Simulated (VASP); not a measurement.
Set up this calculation in VASP 6.6.1, as the native input.

- Task: relaxation of cell and atoms
- Functional: r2SCAN
- Potentials or basis: VASP PAW PBE potentials, release 64 (Tl_d)
- Cutoff: 600 eV
- k mesh: 10 × 10 × 10
- Occupations: gaussian, width 0.1 eV
- Spin: no spin polarisation
- Dipole correction: no
- Further INCAR settings: ALGO = Normal; EDIFF = 1e-06; IBRION = 2; EDIFFG = -0.05; NSW = 80; ISIF = 3

The system is Tl.

```
CELL_PARAMETERS angstrom
-1.54282 1.54282 1.45929
1.54282 -1.54282 1.45929
1.54282 1.54282 -1.45929
ATOMIC_POSITIONS crystal
Tl 0.00000 0.00000 0.00000
```

The input as run:

POSCAR

```
Tl
1.0
   -1.5428202178      1.5428202178      1.4592929085
    1.5428202178     -1.5428202178      1.4592929085
    1.5428202178      1.5428202178     -1.4592929085
Tl
1
Direct
    0.0000000000      0.0000000000      0.0000000000
```

INCAR.step1

```
ALGO = Normal
EDIFF = 1E-4
ENCUT = 600
GGA = PE
ISMEAR = 0
LASPH = True
LCHARG = False
LREAL = False
LWAVE = True
NELM = 100
PREC = Accurate
SIGMA = 0.1
```

INCAR.step2

```
ALGO = Normal
EDIFF = 1E-6
EDIFFG = -0.05
ENCUT = 600
IBRION = 2
ISIF = 3
ISMEAR = 0
ISTART = 1
LASPH = True
LCHARG = False
LMIXTAU = True
LREAL = False
LWAVE = False
METAGGA = R2SCAN
NELM = 100
NSW = 80
PREC = Accurate
SIGMA = 0.1
```

KPOINTS

```
k-points
0
Gamma
  10 10 10
```

Potentials or basis: VASP PAW PBE potentials, release 64 (Tl_d).

The run is started by

```bash
$ cat potpaw_PBE.64/Tl_d/POTCAR > POTCAR
$ cp INCAR.step1 INCAR
$ mpirun -np 1 vasp_std > vasp.out
$ cp INCAR.step2 INCAR
$ mpirun -np 1 vasp_std > vasp.out
```

Results of the run:

* Relaxed volume: 29.50 Å³/atom
* Relaxed cell: a = 3.372 Å, b = 3.372 Å, c = 3.372 Å, α = 108.79°, β = 108.79°, γ = 110.85°
* Space group after relaxing (to 0.1 Å): I4/mmm (No. 139)
* Energy gained by relaxing: 4562.1 meV/atom
* Ionic steps: 11
* Pressure after relaxing: 0.2 GPa
* Band gap on the k mesh: zero (an odd number of electrons rules out a gap without spin polarisation)

Caveat: the volume moved by over 15 % at a fixed basis, so the end points are rough; the PAW data sets were made with another functional, which shifts forces and pressure a little; spin-orbit coupling is left out, which moves the levels of the heavy elements.

It took 10 min on 1 thread of Intel(R) Xeon(R) 6975P-C (Granite Rapids) (shared host), peak memory 0.16 GiB.
